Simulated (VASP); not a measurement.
# Sn (C2/c) in VASP: a series of runs, part 2 of 2

VASP 6.6.1.

## 5. Single point, r2SCAN

Contents of POSCAR:

```
Sn
1.0
   -2.9482820713      2.9504023647      1.5888172584
    2.9504023647     -2.9482820713      1.5888172584
    2.9460530987      2.9460530987     -1.5849306448
Sn
2
Direct
    0.0000251473      0.9999748527      0.0000000000
    0.7499748527      0.2500251473      0.5000000000
```

Contents of INCAR.step1:

```
SYSTEM = Sn
ALGO     = Normal         ! electronic algorithm
EDIFF    = 1E-4           ! SCF threshold, eV
ENCUT    = 520            ! plane-wave cutoff, eV
GGA      = PE             ! functional
ISMEAR   = 1              ! smearing method
LASPH    = .True.         ! aspherical terms in the spheres
LCHARG   = .False.        ! write CHGCAR
LREAL    = .False.        ! projectors in reciprocal space
LWAVE    = .True.         ! write WAVECAR
NBANDS   = 21             ! bands
NELM     = 100            ! most SCF steps
PREC     = Accurate       ! precision mode
SIGMA    = 0.3            ! smearing width, eV
```

Contents of INCAR.step2:

```
SYSTEM = Sn
ALGO     = Normal         ! electronic algorithm
EDIFF    = 1E-6           ! SCF threshold, eV
ENCUT    = 520            ! plane-wave cutoff, eV
ISIF     = 2              ! what is computed and relaxed
ISMEAR   = 1              ! smearing method
ISTART   = 1            
LASPH    = .True.         ! aspherical terms in the spheres
LCHARG   = .False.        ! write CHGCAR
LMIXTAU  = .True.       
LREAL    = .False.        ! projectors in reciprocal space
LWAVE    = .False.        ! write WAVECAR
METAGGA  = R2SCAN         ! meta-GGA
NBANDS   = 21             ! bands
NELM     = 100            ! most SCF steps
PREC     = Accurate       ! precision mode
SIGMA    = 0.3            ! smearing width, eV
```

Contents of KPOINTS:

```
k-points
0
Gamma
  11 11 8
  0 0 0
```

The run is started by

```console
cat potpaw_PBE.64/Sn_d/POTCAR > POTCAR
cp INCAR.step1 INCAR
mpirun -np 1 vasp_std > vasp.out
cp INCAR.step2 INCAR
mpirun -np 1 vasp_std > vasp.out
```

Run time: 12 min. Hardware: 1 thread of AMD EPYC 9R45 (Zen 5), shared host; peak memory 0.36 GiB.

Results (log left out):

```yaml
Free_energy: -49.2511 eV
Pressure: -0.1 GPa
Band_gap_on_the_k_mesh: zero (bands 14 and 15 overlap by 3.86 eV)
```

Levels at points of the mesh, in eV from the Fermi level:
```csv
k point,band 12,band 13,band 14,band 15,band 16,band 17
"(0.00, 0.00, 0.00)",-3.78,-2.12,-2.11,3.38,6.41,6.41
"(0.00, 0.00, 0.50)",-9.19,0.54,0.54,1.71,1.71,6.55
```

Caveat: so wide a smearing shifts energies and pressures; the PAW data sets were made with another functional, which shifts forces and pressure a little; spin-orbit coupling is left out, which moves the levels of the heavy elements.

## 6. Single point, r2SCAN (24.31 Å³/atom)

This run uses another cell than the first one, of 24.31 Å³/atom.

Contents of POSCAR:

```
Sn
1.0
   -2.8252914509      2.8273232942      1.5225381119
    2.8273232942     -2.8252914509      1.5225381119
    2.8231554614      2.8231554614     -1.5188136322
Sn
2
Direct
    0.0000251474      0.9999748526      0.0000000000
    0.7499748526      0.2500251474      0.5000000000
```

Contents of INCAR.step1:

```
PREC     = Accurate       # precision mode
ENCUT    = 520            # plane-wave cutoff, eV
ISMEAR   = -1             # smearing method
SIGMA    = 0.1            # smearing width, eV
LREAL    = F              # projectors in reciprocal space
LASPH    = T              # aspherical terms in the spheres
NELM     = 80             # most SCF steps
NBANDS   = 21             # bands
GGA      = PE             # functional
ALGO     = Normal         # electronic algorithm
EDIFF    = 1E-4           # SCF threshold, eV
LWAVE    = T              # write WAVECAR
LCHARG   = F              # write CHGCAR
LUSENCCL = F
```

Contents of INCAR.step2:

```
PREC     = Accurate       # precision mode
ENCUT    = 520            # plane-wave cutoff, eV
EDIFF    = 1E-6           # SCF threshold, eV
ISMEAR   = -1             # smearing method
SIGMA    = 0.1            # smearing width, eV
LREAL    = F              # projectors in reciprocal space
LASPH    = T              # aspherical terms in the spheres
NELM     = 80             # most SCF steps
ALGO     = Normal         # electronic algorithm
ISIF     = 2              # what is computed and relaxed
LWAVE    = F              # write WAVECAR
LCHARG   = T              # write CHGCAR
METAGGA  = R2SCAN         # meta-GGA
LMIXTAU  = T            
LELF     = T              # ELF
LVHAR    = T            
NBANDS   = 21             # bands
ISTART   = 1            
LUSENCCL = F
```

Contents of KPOINTS:

```
regular mesh
0
Gamma
  18 18 12
```

Potentials or basis: VASP PAW PBE potentials, release 64 (Sn_d).

The run is started by

```console
cat potpaw_PBE.64/Sn_d/POTCAR > POTCAR
cp INCAR.step1 INCAR
mpirun -np 1 vasp_std > vasp.out
cp INCAR.step2 INCAR
mpirun -np 1 vasp_std > vasp.out
```

OUTCAR:

```text
PREC = Accurate
   ENCUT = 520
   EDIFF = 1E-6
   ISMEAR = -1
   LREAL = F
   LASPH = T
   NELM = 80
   ISIF = 2
   METAGGA = R2SCAN
   ISTART = 1

 ion  position               nearest neighbor table
   1  0.000  1.000  0.000-   2 2.93   2 2.93   2 2.93   2 2.93   2 3.63   2 3.63   2 3.64   2 3.64

   2  0.750  0.250  0.500-   1 2.93   1 2.93   1 2.93   1 2.93   1 3.63   1 3.63   1 3.64   1 3.64

  LATTYP: Found a base centered monoclinic cell.
 ALAT       =     3.0450775796
 B/A-ratio  =     2.6252219284
 C/A-ratio  =     1.4028132331
 COS(beta)  =    -0.3546724371

  Lattice vectors:

 A1 = (  -2.8252914509,   2.8273232942,   1.5225381119)
 A2 = (   2.8273232942,  -2.8252914509,   1.5225381119)
 A3 = (   2.8231554614,   2.8231554614,  -1.5188136322)

Analysis of symmetry for initial positions (statically):
=====================================================================
 Subroutine PRICEL returns:
 Original cell was already a primitive cell.

 Routine SETGRP: Setting up the symmetry group for a
 base centered monoclinic supercell.

 Subroutine GETGRP returns: Found  4 space group operations
 (whereof  2 operations were pure point group operations)
 out of a pool of  4 trial point group operations.

The static configuration has the point symmetry C_2 .
 The point group associated with its full space group is C_2h.

Analysis of symmetry for dynamics (positions and initial velocities):
=====================================================================
 Subroutine PRICEL returns:
 Original cell was already a primitive cell.

 Routine SETGRP: Setting up the symmetry group for a
 base centered monoclinic supercell.

 Subroutine GETGRP returns: Found  4 space group operations
 (whereof  2 operations were pure point group operations)
 out of a pool of  4 trial point group operations.

The dynamic configuration has the point symmetry C_2 .
[... 114 lines left out ...]
   EFERMI =   0.00;   METHOD = LEGACY
   ISMEAR =    -1;   SIGMA  =   0.10  broadening in eV -4-tet -1-fermi 0-gaus
   EFERMI_NEDOS =   21; number of points for ismear=-14 and -15
   IALGO  =     38    algorithm
   IMIX   =      4    mixing-type and parameters
     AMIX     =   0.40;   BMIX     =  1.00
     AMIX_MAG =   1.60;   BMIX_MAG =  1.00
  volume/ion in A,a.u.               =      24.31       164.02
  Fermi-wavevector in a.u.,A,eV,Ry     =   1.362118  2.574030 25.243784  1.855366
  Thomas-Fermi vector in A             =   2.488635
   LORBIT       =      0    0 simple, 1 ext, 2 COOP (PROOUT), +10 PAW based schemes
   METAGGA = R2SCAN    functional components
   LHFCALC =     F    Hartree Fock is set to
   AEXX    =    0.0000 exact exchange contribution
   IVDW    =     0    specifies the selected vdW correction
   LEPSILON=     F    determine dielectric tensor
   LRPA    =     F    only Hartree local field effects (RPA)
 non-spin polarized calculation
  energy-cutoff  :      520.00
  volume of cell :       48.61
 maximum number of plane-waves:      1328
   NGX = 15   NGY = 15   NGZ = 15

 number of electron      28.0000002 magnetization

 Free energy of the ion-electron system (eV)
  ---------------------------------------------------
  ext. energy  EPLUGINS =         0.00000000
  ---------------------------------------------------
  free energy    TOTEN  =       -49.08583991 eV

  energy without entropy =      -49.06020659  energy(sigma->0) =      -49.07302325

 E-fermi :   9.3756     XC(G=0): -11.7249

 val. band max:        9.3712310660   @ k =   0.2222   0.0556   0.0833
 cond. band min:       9.3786991116   @ k =  -0.2778   0.5000   0.1667
 fundamental gap:      0.0074680456
 Fermi energy:         9.3756104191

 k-point     1 :       0.0000    0.0000    0.0000
  band No.  band energies     occupation
      1     -13.1949      2.00000
      2     -13.0823      2.00000
      3     -13.0169      2.00000
      4     -13.0142      2.00000
      5     -12.7586      2.00000
      6     -12.7584      2.00000
[... 565 lines left out ...]
     20      18.5202      0.00000
     21      18.8200      0.00000

 [... further k-points ...]

------------------------ aborting loop because EDIFF is reached ----------------------------------------

  FORCE on cell =-STRESS in cart. coord.  units (eV):
  Direction    XX          YY          ZZ          XY          YZ          ZX
  --------------------------------------------------------------------------------------
  -------------------------------------------------------------------------------------
  Total        2.7673452      2.7673452      2.9309939     -0.0083080     -0.0100801     -0.0100801
  in kB       91.2085816     91.2085816     96.6022566     -0.2738227     -0.3322294     -0.3322281
  external PRESSURE =      93.0064733 kB  Pullay stress =       0.0000000 kB

 VOLUME and BASIS-vectors are now :
 -----------------------------------------------------------------------------
  energy-cutoff  :      520.00
  volume of cell :       48.61
      direct lattice vectors                 reciprocal lattice vectors
    -2.825291451  2.827323294  1.522538112    -0.000149566  0.176759713  0.328281160
     2.827323294 -2.825291451  1.522538112     0.176759713 -0.000149566  0.328281160
     2.823155461  2.823155461 -1.518813632     0.177043236  0.177043236 -0.000236266

 POSITION                                       TOTAL-FORCE (eV/Angst)
 -----------------------------------------------------------------------------------
      2.82718     -2.82515      1.52254         0.000477     -0.000477      0.000000
     -0.00042      2.82561      0.76313        -0.000477      0.000477      0.000000
 -----------------------------------------------------------------------------------
    total drift:                                0.000000     -0.000000     -0.000000

  FREE ENERGIE OF THE ION-ELECTRON SYSTEM (eV)
  ---------------------------------------------------
  free  energy   TOTEN  =       -49.0858399053 eV

  energy  without entropy=      -49.0602065905  energy(sigma->0) =      -49.07302325
```

OSZICAR.step1:

```text
N       E                     dE             d eps       ncg     rms          rms(c)
DAV:   1     0.222822245995E+03    0.22282E+03   -0.14362E+04 44492   0.217E+03
DAV:   2     0.152320487334E+02   -0.20759E+03   -0.20311E+03 43919   0.460E+02
DAV:   3    -0.672409993834E+01   -0.21956E+02   -0.21779E+02 49770   0.134E+02
DAV:   4    -0.739399842673E+01   -0.66990E+00   -0.66940E+00 50008   0.258E+01
DAV:   5    -0.742028682720E+01   -0.26288E-01   -0.26288E-01 60544   0.480E+00    0.291E+00
DAV:   6    -0.739572557898E+01    0.24561E-01   -0.33621E-02 59454   0.273E+00    0.163E+00
DAV:   7    -0.738691756687E+01    0.88080E-02   -0.20159E-02 59180   0.217E+00    0.181E-01
DAV:   8    -0.738669824852E+01    0.21932E-03   -0.22703E-03 56152   0.638E-01    0.397E-02
DAV:   9    -0.738670000656E+01   -0.17580E-05   -0.52461E-05 32015   0.745E-02
   1 F= -.73867000E+01 E0= -.73727447E+01  d E =-.279107E-01
```

Wall time 45 min (1 × NVIDIA H100 80GB with 1 thread of AMD EPYC 7R13 (Zen 3), shared host); peak memory 1.9 GiB.

What came out:

- Free energy: -49.0858 eV
- Pressure: 9.3 GPa
- Band gap on the k mesh: zero (bands 14 and 15 overlap by 5.19 eV)

Levels at points of the mesh, in eV from the Fermi level:
| k point | band 11 | band 12 | band 13 | band 14 | band 15 | band 16 | band 17 | band 18 |
| --- | --- | --- | --- | --- | --- | --- | --- | --- |
| (0.00, 0.00, 0.00) | -12.59 | -3.43 | -2.55 | -2.54 | 3.12 | 7.03 | 7.04 | 8.24 |
| (0.50, 0.00, 0.00) | -7.38 | -6.06 | -2.21 | -2.20 | -1.44 | 2.41 | 3.33 | 5.54 |
| (0.50, 0.50, 0.00) | -10.00 | -10.00 | 0.47 | 0.47 | 1.94 | 1.94 | 7.08 | 7.13 |
| (0.00, 0.00, 0.50) | -10.00 | -10.00 | 0.46 | 0.46 | 1.93 | 1.93 | 7.11 | 7.11 |
| (0.50, 0.00, 0.50) | -7.37 | -6.05 | -2.22 | -2.20 | -1.45 | 2.40 | 3.29 | 5.53 |
| (0.50, 0.50, 0.50) | -8.26 | -8.26 | -5.75 | -5.75 | 5.97 | 5.97 | 10.94 | 10.94 |

Caveat: the cell stands under pressure; the PAW data sets were made with another functional, which shifts forces and pressure a little; spin-orbit coupling is left out, which moves the levels of the heavy elements.

## 7. Summary

| cell | k mesh | smearing | gap on the mesh (eV) | pressure (GPa) |
| --- | --- | --- | --- | --- |
| a = 4.463, b = 4.463, c = 4.458 Å, angles 97.3, 97.3, 138.3°, 2 atoms | 11 × 11 × 8 | methfessel-paxton 0.3 eV | none | -0.1 |
| a = 4.463, b = 4.463, c = 4.458 Å, angles 97.3, 97.3, 138.3°, 2 atoms | 11 × 11 × 8 | methfessel-paxton 0.6 eV | none | -0.1 |
| a = 4.463, b = 4.463, c = 4.458 Å, angles 97.3, 97.3, 138.3°, 2 atoms | 11 × 11 × 8 | methfessel-paxton 0.2 eV | none | 0.0 |
| a = 4.277, b = 4.277, c = 4.272 Å, angles 97.3, 97.3, 138.3°, 2 atoms | 18 × 18 × 12 | fermi-dirac 0.1 eV | none | 9.3 |

Alike in all rows: task single point; level r2SCAN; potentials or basis VASP PAW PBE potentials, release 64 (Sn_d); no spin polarisation; cutoff (eV) 520.

Caveats: the PAW data sets were made with another functional, which shifts forces and pressure a little; spin-orbit coupling is left out, which moves the levels of the heavy elements; so wide a smearing shifts energies and pressures (at least some runs); the cell stands under pressure (at least some runs).

Total energies depend on the potentials used, so only differences within one code and one set of settings carry meaning.
